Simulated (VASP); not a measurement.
Hf, 3 atoms in the cell. Symmetry: P6/mmm, No. 191, hexagonal system. Conventional cell: a = 4.929 Å, b = 4.929 Å, c = 3.066 Å, α = 90.00°, β = 90.00°, γ = 120.00°. Within 4.0 Å of Hf (site symmetry 6/mmm) lie 14 Hf at 3.07 to 3.23 Å. Within 3.7 Å of Hf (site symmetry -6m2) lie 11 Hf at 2.85 to 3.23 Å. 

| Property | Result |
| --- | --- |
| Program | VASP 6.6.1 |
| Task | single point |
| Functional | PBE |
| Potentials or basis | VASP PAW PBE potentials, release 64 (Hf_pv) |
| Cutoff | 520 eV |
| k mesh | 6 × 6 × 9 |
| Occupations | fermi-dirac, width 0.05 eV |
| Spin | no spin polarisation |
| Dipole correction | no |
| Further INCAR settings | ALGO = Normal; EDIFF = 1e-06; NBANDS = 22 |

Potentials or basis: VASP PAW PBE potentials, release 64 (Hf_pv).

Run with:

```console
$ cat potpaw_PBE.64/Hf_pv/POTCAR > POTCAR
$ mpirun -np 1 vasp_std > vasp.out
```

Hardware: 1 thread of Intel(R) Xeon(R) 6975P-C (Granite Rapids) (shared host).

**Question.** Estimate the wall time of this run.

**Answer.** Run time: 20 s on 1 thread of Intel(R) Xeon(R) 6975P-C (Granite Rapids), with other jobs on the host, peak memory 0.19 GiB. Counts: scf iterations 12, k points 35.
